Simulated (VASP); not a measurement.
# BiAu in VASP: further runs

The runs below take BiAu through single point, with r2SCAN.

Program: VASP 6.6.1. These are calculated values, not measurements. Logs are shortened: lines on timing, memory, paths and dates and some standing lists are left out, and cuts for length are marked.

### 1 The cell of the first run

It takes space group Fm-3m (No. 225, cubic). The conventional cell has a = 6.016 Å, b = 6.016 Å, c = 6.016 Å, α = 90.00°, β = 90.00°, γ = 90.00°. Within 4.0 Å of Au (site symmetry m-3m) lie 6 Bi at 3.01 Å. Bi (site symmetry m-3m) has 6 Au at 3.01 Å within 4.0 Å.

### 2 Single point, r2SCAN (27.21 Å³/atom)

Input file POSCAR:

```
BiAu
1.0
    0.0000000000      3.0078410596      3.0078410596
    3.0078410596      0.0000000000      3.0078410596
    3.0078410596      3.0078410596      0.0000000000
Au Bi
1 1
Direct
    0.5000000000      0.5000000000      0.5000000000
    0.0000000000      0.0000000000      0.0000000000
```

Input file INCAR.step1:

```
PREC = Accurate ; ENCUT = 520
ISMEAR = 0 ; SIGMA = 0.05
LREAL = F ; LASPH = T
NELM = 80 ; NBANDS = 20
GGA = PE ; ALGO = Normal
EDIFF = 1E-4 ; LWAVE = T
LCHARG = F
```

Input file INCAR.step2:

```
PREC = Accurate ; ENCUT = 520
EDIFF = 1E-6 ; ISMEAR = 0
SIGMA = 0.05 ; LREAL = F
LASPH = T ; NELM = 80
ALGO = Normal ; ISIF = 2
LWAVE = F ; LCHARG = F
METAGGA = R2SCAN ; LMIXTAU = T
NBANDS = 20 ; ISTART = 1
```

Input file KPOINTS:

```
Automatic mesh
0
Gamma
  10 10 10
```

Potentials or basis: VASP PAW PBE potentials, release 64 (Au, Bi_d).

Started as:

```bash
$ cat potpaw_PBE.64/Au/POTCAR potpaw_PBE.64/Bi_d/POTCAR > POTCAR
$ cp INCAR.step1 INCAR
$ mpirun -np 1 vasp_std > vasp.out
$ cp INCAR.step2 INCAR
$ mpirun -np 1 vasp_std > vasp.out
```

OUTCAR:

```text
PREC = Accurate
   ENCUT = 520
   EDIFF = 1E-6
   ISMEAR = 0
   LREAL = F
   LASPH = T
   NELM = 80
   ISIF = 2
   METAGGA = R2SCAN
   ISTART = 1

 ion  position               nearest neighbor table
   1  0.500  0.500  0.500-   2 3.01   2 3.01   2 3.01   2 3.01   2 3.01   2 3.01
   2  0.000  0.000  0.000-   1 3.01   1 3.01   1 3.01   1 3.01   1 3.01   1 3.01

  LATTYP: Found a face centered cubic cell.
 ALAT       =     6.0156821192

  Lattice vectors:

 A1 = (   0.0000000000,   3.0078410596,   3.0078410596)
 A2 = (   3.0078410596,   0.0000000000,   3.0078410596)
 A3 = (   3.0078410596,   3.0078410596,   0.0000000000)

Analysis of symmetry for initial positions (statically):
=====================================================================
 Subroutine PRICEL returns:
 Original cell was already a primitive cell.

 Routine SETGRP: Setting up the symmetry group for a
 face centered cubic supercell.

 Subroutine GETGRP returns: Found 48 space group operations
 (whereof 48 operations were pure point group operations)
 out of a pool of 48 trial point group operations.

The static configuration has the point symmetry O_h .

Analysis of symmetry for dynamics (positions and initial velocities):
=====================================================================
 Subroutine PRICEL returns:
 Original cell was already a primitive cell.

 Routine SETGRP: Setting up the symmetry group for a
 face centered cubic supercell.

 Subroutine GETGRP returns: Found 48 space group operations
 (whereof 48 operations were pure point group operations)
 out of a pool of 48 trial point group operations.

The dynamic configuration has the point symmetry O_h .

 Subroutine INISYM returns: Found 48 space group operations
 (whereof 48 operations are pure point group operations),
 and found     1 'primitive' translations

----------------------------------------------------------------------------------------

                                     Primitive cell

  volume of cell :      54.4245

  direct lattice vectors                    reciprocal lattice vectors
     0.000000000  3.007841060  3.007841060    -0.166232188  0.166232188  0.166232188
     3.007841060  0.000000000  3.007841060     0.166232188 -0.166232188  0.166232188
     3.007841060  3.007841060  0.000000000     0.166232188  0.166232188 -0.166232188

  length of vectors
     4.253729620  4.253729620  4.253729620     0.287922595  0.287922595  0.287922595

  position of ions in fractional coordinates (direct lattice)
     0.500000000  0.500000000  0.500000000
     0.000000000  0.000000000  0.000000000

  ion indices of the primitive-cell ions
   primitive index   ion index
                 1           1
                 2           2

----------------------------------------------------------------------------------------

 KPOINTS: Automatic mesh

Automatic generation of k-mesh.
 Grid dimensions read from file:
 generate k-points for:   10   10   10

 Generating k-lattice:

  Cartesian coordinates                     Fractional coordinates (reciprocal lattice)
    -0.016623219  0.016623219  0.016623219     0.100000000  0.000000000  0.000000000
     0.016623219 -0.016623219  0.016623219     0.000000000  0.100000000  0.000000000
     0.016623219  0.016623219 -0.016623219     0.000000000  0.000000000  0.100000000

  Length of vectors
     0.028792260  0.028792260  0.028792260

  Shift w.r.t. Gamma in fractional coordinates (k-lattice)
     0.000000000  0.000000000  0.000000000

 Subroutine IBZKPT returns following result:
 ===========================================

 Found     47 irreducible k-points:

 Following reciprocal coordinates:
            Coordinates               Weight
  0.000000  0.000000  0.000000      1.000000
  0.100000  0.000000  0.000000      8.000000
  0.200000  0.000000  0.000000      8.000000
  0.300000  0.000000  0.000000      8.000000
  0.400000  0.000000  0.000000      8.000000
  0.500000  0.000000  0.000000      4.000000
[... 16 lines left out ...]
  0.300000  0.300000  0.000000      6.000000
  0.400000  0.300000  0.000000     24.000000
 [... further k-points ...]
   k-points           NKPTS =     47   k-points in BZ     NKDIM =     47   number of bands    NBANDS=     20
   number of dos      NEDOS =    301   number of ions     NIONS =      2
   total plane-waves  NPLWV =  32768
   dimension x,y,z NGX =    32 NGY =   32 NGZ =   32
   dimension x,y,z NGXF=    64 NGYF=   64 NGZF=   64
   ions per type =               1   1
   NGX,Y,Z   is equivalent  to a cutoff of  12.51, 12.51, 12.51 a.u.
   NGXF,Y,Z  is equivalent  to a cutoff of  25.01, 25.01, 25.01 a.u.
 SYSTEM =  unknown system
   PREC   = accura    normal or accurate (medium, high low for compatibility)
   ISTART =      1    job   : 0-new  1-cont  2-samecut
   ICHARG =      0    charge: 1-file 2-atom 10-const
   ISPIN  =      1    spin polarized calculation?
   LNONCOLLINEAR =      F non collinear calculations
   LSORBIT =      F    spin-orbit coupling
   LASPH  =      T    aspherical Exc in radial PAW
   ENCUT  =  520.0 eV  38.22 Ry    6.18 a.u.   7.91  7.91  7.91*2*pi/ulx,y,z
   NELM   =     80;   NELMIN=  2; NELMDL=  0     # of ELM steps
   EDIFF  = 0.1E-05   stopping-criterion for ELM
   LREAL  =      F    real-space projection
   EDIFFG = 0.1E-04   stopping-criterion for IOM
   NSW    =      0    number of steps for IOM
   IBRION =     -1    ionic relax: 0-MD 1-quasi-New 2-CG
   NFREE  =      0    steps in history (QN), initial steepest desc. (CG)
   ISIF   =      2    stress and relaxation
   ISYM   =      2    0-nonsym 1-usesym 2-fastsym
   POTIM  = 0.5000    time-step for ionic-motion
   TEBEG  =    0.0;   TEEND  =   0.0 temperature during run
   PSTRESS=    0.0 pullay stress
   NELECT =      26.0000    total number of electrons
   NUPDOWN=      -1.0000    fix difference up-down
   EMIN   =  10.00;   EMAX   =-10.00  energy-range for DOS
   EFERMI =   0.00;   METHOD = LEGACY
   ISMEAR =     0;   SIGMA  =   0.05  broadening in eV -4-tet -1-fermi 0-gaus
   EFERMI_NEDOS =   21; number of points for ismear=-14 and -15
   IALGO  =     38    algorithm
   IMIX   =      4    mixing-type and parameters
     AMIX     =   0.40;   BMIX     =  1.00
     AMIX_MAG =   1.60;   BMIX_MAG =  1.00
  volume/ion in A,a.u.               =      27.21       183.64
  Fermi-wavevector in a.u.,A,eV,Ry     =   1.279777  2.418428 22.284029  1.637830
  Thomas-Fermi vector in A             =   2.412243
   LORBIT       =      0    0 simple, 1 ext, 2 COOP (PROOUT), +10 PAW based schemes
   METAGGA = R2SCAN    functional components
   LHFCALC =     F    Hartree Fock is set to
   AEXX    =    0.0000 exact exchange contribution
   IVDW    =     0    specifies the selected vdW correction
   LEPSILON=     F    determine dielectric tensor
   LRPA    =     F    only Hartree local field effects (RPA)
 non-spin polarized calculation
 Gauss-broadening in eV      SIGMA  =   0.05
  energy-cutoff  :      520.00
  volume of cell :       54.42
 maximum number of plane-waves:      1477
   NGX = 15   NGY = 15   NGZ = 15

 number of electron      26.0000004 magnetization

 Free energy of the ion-electron system (eV)
  ---------------------------------------------------
  ext. energy  EPLUGINS =         0.00000000
  ---------------------------------------------------
  free energy    TOTEN  =      -108.99948152 eV

  energy without entropy =     -108.99744704  energy(sigma->0) =     -108.99846428

 E-fermi :   6.7424     XC(G=0): -11.1783

 val. band max:        6.7381609602   @ k =   0.5000   0.2000   0.0000
 cond. band min:       6.7695728833   @ k =   0.3000   0.2000   0.1000
 fundamental gap:      0.0314119231
 Fermi energy:         6.7424455358

 k-point     1 :       0.0000    0.0000    0.0000
  band No.  band energies     occupation
      1     -16.8820      2.00000
      2     -16.8820      2.00000
      3     -16.8600      2.00000
      4     -16.8600      2.00000
      5     -16.8600      2.00000
      6      -5.9109      2.00000
[... 12 lines left out ...]
     19      15.6691      0.00000
     20      16.4579      0.00000

 k-point     2 :       0.1000    0.0000    0.0000
  band No.  band energies     occupation
      1     -16.8810      2.00000
      2     -16.8810      2.00000
      3     -16.8593      2.00000
      4     -16.8585      2.00000
      5     -16.8585      2.00000
      6      -5.8067      2.00000
[... 12 lines left out ...]
     19      15.1388      0.00000
     20      16.7129      0.00000

 k-point     3 :       0.2000    0.0000    0.0000
  band No.  band energies     occupation
      1     -16.8788      2.00000
      2     -16.8788      2.00000
      3     -16.8577      2.00000
      4     -16.8542      2.00000
      5     -16.8542      2.00000
      6      -5.5079      2.00000
[... 12 lines left out ...]
     19      15.0783      0.00000
     20      17.2423      0.00000

 k-point     4 :       0.3000    0.0000    0.0000
  band No.  band energies     occupation
      1     -16.8768      2.00000
      2     -16.8768      2.00000
      3     -16.8557      2.00000
      4     -16.8483      2.00000
      5     -16.8483      2.00000
      6      -5.0678      2.00000
[... 12 lines left out ...]
     19      15.9385      0.00000
     20      18.0515      0.00000

 k-point     5 :       0.4000    0.0000    0.0000
  band No.  band energies     occupation
      1     -16.8754      2.00000
      2     -16.8754      2.00000
      3     -16.8541      2.00000
      4     -16.8432      2.00000
      5     -16.8432      2.00000
      6      -4.6178      2.00000
[... 12 lines left out ...]
     19      17.6049      0.00000
     20      19.1504      0.00000

 k-point     6 :       0.5000    0.0000    0.0000
  band No.  band energies     occupation
      1     -16.8750      2.00000
      2     -16.8750      2.00000
      3     -16.8535      2.00000
      4     -16.8411      2.00000
      5     -16.8411      2.00000
      6      -4.4089      2.00000
[... 12 lines left out ...]
     19      19.0856      0.00000
     20      20.1430      0.00000

 k-point     7 :       0.1000    0.1000    0.0000
  band No.  band energies     occupation
      1     -16.8809      2.00000
      2     -16.8807      2.00000
      3     -16.8609      2.00000
      4     -16.8572      2.00000
      5     -16.8572      2.00000
      6      -5.7740      2.00000
[... 12 lines left out ...]
     19      15.4212      0.00000
     20      17.2589      0.00000
[... 277 lines left out ...]
 k-point    20 :      -0.4000    0.2000    0.0000
  band No.  band energies     occupation
      1     -16.8803      2.00000
      2     -16.8714      2.00000
      3     -16.8508      2.00000
      4     -16.8445      2.00000
      5     -16.8406      2.00000
      6      -4.3901      2.00000
[... 12 lines left out ...]
     19      17.5709      0.00000
     20      18.5716      0.00000

 k-point    21 :      -0.3000    0.2000    0.0000
  band No.  band energies     occupation
      1     -16.8799      2.00000
      2     -16.8716      2.00000
      3     -16.8513      2.00000
      4     -16.8450      2.00000
      5     -16.8449      2.00000
      6      -4.6041      2.00000
[... 12 lines left out ...]
     19      17.5534      0.00000
     20      17.9533      0.00000

 k-point    22 :      -0.2000    0.2000    0.0000
  band No.  band energies     occupation
      1     -16.8793      2.00000
      2     -16.8736      2.00000
      3     -16.8548      2.00000
      4     -16.8497      2.00000
      5     -16.8459      2.00000
      6      -4.9631      2.00000
[... 12 lines left out ...]
     19      17.0106      0.00000
     20      17.5590      0.00000

 k-point    23 :       0.3000    0.3000    0.0000
  band No.  band energies     occupation
      1     -16.8830      2.00000
      2     -16.8741      2.00000
      3     -16.8663      2.00000
      4     -16.8415      2.00000
      5     -16.8415      2.00000
      6      -4.9565      2.00000
[... 12 lines left out ...]
     19      16.4861      0.00000
     20      20.1305      0.00000

 k-point    24 :       0.4000    0.3000    0.0000
  band No.  band energies     occupation
      1     -16.8853      2.00000
      2     -16.8723      2.00000
      3     -16.8659      2.00000
      4     -16.8385      2.00000
      5     -16.8379      2.00000
      6      -4.7196      2.00000
[... 12 lines left out ...]
     19      18.0888      0.00000
     20      20.2696      0.00000

 [... further k-points ...]
[... 5 lines left out ...]
  --------------------------------------------------------------------------------------
  -------------------------------------------------------------------------------------
  Total       -1.5597204     -1.5597204     -1.5597204      0.0000000     -0.0000000      0.0000000
  in kB      -45.9158563    -45.9158563    -45.9158563      0.0000000     -0.0000000      0.0000000
  external PRESSURE =     -45.9158563 kB  Pullay stress =       0.0000000 kB

 VOLUME and BASIS-vectors are now :
 -----------------------------------------------------------------------------
  energy-cutoff  :      520.00
  volume of cell :       54.42
      direct lattice vectors                 reciprocal lattice vectors
     0.000000000  3.007841060  3.007841060    -0.166232188  0.166232188  0.166232188
     3.007841060  0.000000000  3.007841060     0.166232188 -0.166232188  0.166232188
     3.007841060  3.007841060  0.000000000     0.166232188  0.166232188 -0.166232188

 POSITION                                       TOTAL-FORCE (eV/Angst)
 -----------------------------------------------------------------------------------
      3.00784      3.00784      3.00784        -0.000000     -0.000000     -0.000000
      0.00000      0.00000      0.00000         0.000000      0.000000      0.000000
 -----------------------------------------------------------------------------------
    total drift:                                0.000000     -0.000000     -0.000000

  FREE ENERGIE OF THE ION-ELECTRON SYSTEM (eV)
  ---------------------------------------------------
  free  energy   TOTEN  =      -108.9994815223 eV

  energy  without entropy=     -108.9974470417  energy(sigma->0) =     -108.99846428
```

Wall time 3.3 min (1 thread of Intel Xeon 8259CL, shared host); peak memory 0.22 GiB.

What came out:

| Property | Result |
| --- | --- |
| Free energy | -108.9995 eV |
| Pressure | -4.6 GPa |
| Band gap on the k mesh | zero (bands 13 and 14 overlap by 4.83 eV) |

Levels at points of the mesh, in eV from the Fermi level:
```csv
k point,band 10,band 11,band 12,band 13,band 14,band 15,band 16,band 17
"(0.00, 0.00, 0.00)",-4.34,-4.34,0.71,0.93,0.93,0.93,8.14,8.93
"(0.50, 0.00, 0.00)",-4.09,-4.09,-3.68,2.79,2.79,3.56,5.26,5.26
"(0.50, 0.50, 0.00)",-3.94,-3.92,-3.31,-1.39,-1.32,-1.32,6.32,11.43
```

Caveat: the cell stands under tension; the PAW data sets were made with another functional, which shifts forces and pressure a little; spin-orbit coupling is left out, which moves the levels of the heavy elements.

[end of part 1 of 2]

The gap in the log of VASP goes by the Fermi energy; the results here count the filled bands.